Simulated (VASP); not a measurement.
Runs of VASP 6.6.1 on CdS (rocksalt type). The structure is that of space group Fm-3m (No. 225), or close to it. The cells are those of the table. 

| task | cell | cutoff (eV) | gap on the mesh (eV) | pressure (GPa) |
| --- | --- | --- | --- | --- |
| single point | a = 3.618 Å, angles 60.0°, 2 atoms | 520 | none | 17.3 |
| single point | a = 3.776 Å, angles 60.0°, 2 atoms | 520 | none | (a) |
| relaxation of cell and atoms | relaxed from a = 3.568 Å, angles 60.0°, 2 atoms | 600 | none | 0.0 |
| single point | a = 3.254 Å, angles 60.0°, 2 atoms | 520 | none | 121.7 |
| single point | a = 3.384 Å, angles 60.0°, 2 atoms | 520 | none | (b) |
| single point | a = 3.505 Å, angles 60.0°, 2 atoms | 520 | none | 36.8 |

Alike in all rows: level LDA; potentials or basis VASP PAW LDA potentials, release 64 (Cd, S); no spin polarisation; k mesh 14 × 14 × 14; smearing fermi-dirac 0.05 eV.

Fill in the values left out.

(a) 0.7; (b) 68.6.

Caveats: semilocal functionals underestimate gaps, so a narrow gap can read as zero; the cell stands under pressure (at least some runs).

A k mesh can miss the band edges, and the runs leave out spin-orbit coupling on Cd.

A gap of «none» marks levels without a gap at the run's occupations.
